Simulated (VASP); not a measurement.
Input of a VASP 6.6.1 run:

The input INCAR:

```
PREC = Accurate
ENCUT = 520
EDIFF = 1E-6
ISMEAR = 0
SIGMA = 0.15
LREAL = False
LASPH = True
NELM = 60
ALGO = Fast
ISIF = 2
LWAVE = False
LCHARG = False
GGA = PE
NBANDS = 12
```

Contents of KPOINTS:

```
regular mesh
0
Gamma
  20 20 20
```

The input POSCAR:

```
In
1.0
   -1.4960580000      1.4960580000      2.6718660000
    1.4960580000     -1.4960580000      2.6718660000
    1.4960580000      1.4960580000     -2.6718660000
In
1
Direct
    0.0000000000      0.0000000000      0.0000000000
```

Potentials or basis: VASP PAW PBE potentials, release 64 (In_d).

Run with:

```console
$ cat potpaw_PBE.64/In_d/POTCAR > POTCAR
$ mpirun -np 1 vasp_std > vasp.out
```

(1) Predict the pressure.

## Answers

(1) 7.5 GPa.

Caveat: the cell differs from its parent crystal (strain -0.080 along x and y, +0.080 along z).
